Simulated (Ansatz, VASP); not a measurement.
LiCl in VASP and in Ansatz

File POSCAR:

```
LiCl
1.0
    0.0000000000      2.6063368823      2.6063368823
    2.6063368823      0.0000000000      2.6063368823
    2.6063368823      2.6063368823      0.0000000000
Li Cl
1 1
Direct
    0.0000000000      0.0000000000      0.0000000000
    0.5000000000      0.5000000000      0.5000000000
```

Contents of INCAR.step1:

```
SYSTEM = LiCl
  PREC = Accurate
  ENCUT = 520
  ISMEAR = 0
  SIGMA = 0.02
  LREAL = .FALSE.
  LASPH = .TRUE.
  NELM = 60
  NBANDS = 12
  GGA = PE
  ALGO = Normal
  EDIFF = 1E-4
  LWAVE = .TRUE.
  LCHARG = .FALSE.
```

Contents of INCAR.step2:

```
SYSTEM = LiCl
  PREC = Accurate
  ENCUT = 520
  EDIFF = 1E-7
  ISMEAR = 0
  SIGMA = 0.02
  LREAL = .FALSE.
  LASPH = .TRUE.
  NELM = 60
  ALGO = Normal
  ISIF = 2
  LWAVE = .FALSE.
  LCHARG = .TRUE.
  METAGGA = R2SCAN
  LMIXTAU = .TRUE.
  LELF = .TRUE.
  LVHAR = .TRUE.
  NBANDS = 12
  ISTART = 1
```

Contents of KPOINTS:

```
regular mesh
0
G
  8 8 8
  0 0 0
```

Input for Ansatz:

```yaml
crystal:
  lattice:
    - [0.0, 2.6063368877, 2.6063368877]
    - [2.6063368877, 0.0, 2.6063368877]
    - [2.6063368877, 2.6063368877, 0.0]
  atoms:
    - { symbol: Li, position: [0.0, 0.0, 0.0] }
    - { symbol: Cl, position: [0.5, 0.5, 0.5] }
basis:
  ecutwfc: 500
kpoints:
  mp_grid: { grid: [8, 8, 8] }
hamiltonian:
  xc: r2scan
scf:
  occupations: { method: gaussian, width: 0.02 }
output:
  forces: true
  stress: true
  eigenvalues: true
```

Alike in both runs: task single point; functional r2SCAN; k mesh 8 × 8 × 8; occupations gaussian, width 0.02 eV; no spin polarisation.

|  | VASP | Ansatz |
| --- | --- | --- |
| version | VASP 6.6.1 | Ansatz 0.2.0 |
| potentials or method | VASP PAW PBE potentials, release 64 (Li_sv, Cl), cutoff 520 eV | scalar-relativistic, plane waves, PAW |
| valence electrons in the cell | 10 | 10 |

|  | VASP | Ansatz | Ansatz less VASP |
| --- | --- | --- | --- |
| gap on the k mesh at the Fermi level (eV) | 7.01 | 6.94 | -0.070 |
| least direct gap on the mesh (eV) | 7.01 | 6.94 | -0.070 |

VASP's potentials were made for PBE, not for r2SCAN. With one functional, cell and mesh, what is left measures potentials, basis and numerics.

Noted on VASP's run: the cutoff is short for stress, so the pressure is rough.
